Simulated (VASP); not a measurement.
Input of a VASP 6.6.1 run:

INCAR

```
PREC = Accurate
ENCUT = 520
EDIFF = 1E-6
ISMEAR = 0
SIGMA = 0.1
LREAL = F
LASPH = T
NELM = 60
ALGO = Normal
ISIF = 2
LWAVE = F
LCHARG = F
LDIPOL = T
IDIPOL = 3
DIPOL = 0.5 0.5 0.356
GGA = PE
IVDW = 12
IBRION = 2
NSW = 40
EDIFFG = -0.003
```

Contents of KPOINTS:

```
regular mesh
0
Gamma
  15 15 1
```

POSCAR

```
C
1.0
    2.4657189589      0.0000000000      0.0000000000
   -1.2328594795      2.1353752570      0.0000000000
    0.0000000000      0.0000000000     17.5000000000
C
4
Selective dynamics
Direct
    0.3333333333      0.6666666667      0.2571426191  F F F
    0.6666666667      0.3333333333      0.2571429257  F F T
    0.5000000000      1.3333333333      0.4546391205  F F T
    0.8333333333      1.0000000000      0.4546391205  F F T
```

Potentials or basis: VASP PAW PBE potentials, release 64 (C).

The run is started by

```bash
$ cat potpaw_PBE.64/C/POTCAR > POTCAR
$ mpirun -np 1 vasp_std > vasp.out
```

(1) Estimate the dispersion energy per atom.

(2) What does it give for the energy gained by relaxing?

Results:

(1) -0.118 eV.

(2) 0.1 meV/atom.

Caveat: the cell differs from its parent crystal (layers slid over each other).
